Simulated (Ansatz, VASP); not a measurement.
Two plane-wave programs on Mg

```
CELL_PARAMETERS angstrom
3.19531 0.00000 0.00000
-1.59766 2.76722 0.00000
0.00000 0.00000 5.18794
ATOMIC_POSITIONS crystal
Mg 0.33333 0.66667 0.25000
Mg 0.66667 0.33333 0.75000
```

Alike in both runs: task single point; functional PBE; k mesh 9 × 9 × 5; occupations fermi-dirac, width 0.1 eV; no spin polarisation.

|  | VASP | Ansatz |
| --- | --- | --- |
| version | VASP 6.6.1 | Ansatz 0.2.0 |
| potentials or method | VASP PAW PBE potentials, release 64 (Mg), cutoff 520 eV | plane waves (420 eV) with PAW, scalar-relativistic |
| valence electrons in the cell | 4 | 20 |

Ansatz gave:

```
pressure (GPa) : 0.0
```

Q: Estimate VASP's values.

A: Pressure (GPa): -0.1.

VASP's potentials hold 4 valence electrons a cell and Ansatz's 20, so a difference there can come from the potentials and not from the codes.
